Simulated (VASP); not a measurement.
The system is Re.

```
Re
1.0
     2.77687    0.00000    0.00000
    -1.38844    2.40484    0.00000
     0.00000    0.00000    4.47881
Re
2
Direct
  0.33333 0.66667 0.25000
  0.66667 0.33333 0.75000
```

Base run:

- Program: VASP 6.6.1
- Functional: PBE
- Potentials or basis: VASP PAW PBE potentials, release 64 (Re)
- Cutoff: 520 eV
- k mesh: 13 × 13 × 7
- Occupations: fermi-dirac, width 1 eV
- Spin: no spin polarisation

Its results: band gap on the k mesh zero (band 7 reaches 8.87 eV, above the bottom of band 8 at 6.23 eV); pressure 20.3 GPa.

Q: The run is repeated on the same cell with these changes: occupations from fermi-dirac, width 1 eV to methfessel-paxton, width 0.03 eV. What comes out?

A: Band gap on the k mesh zero (band 7 reaches 8.84 eV, above the bottom of band 8 at 6.14 eV); pressure -0.8 GPa.

Caveats: spin-orbit coupling is left out, which moves the levels of the heavy elements.
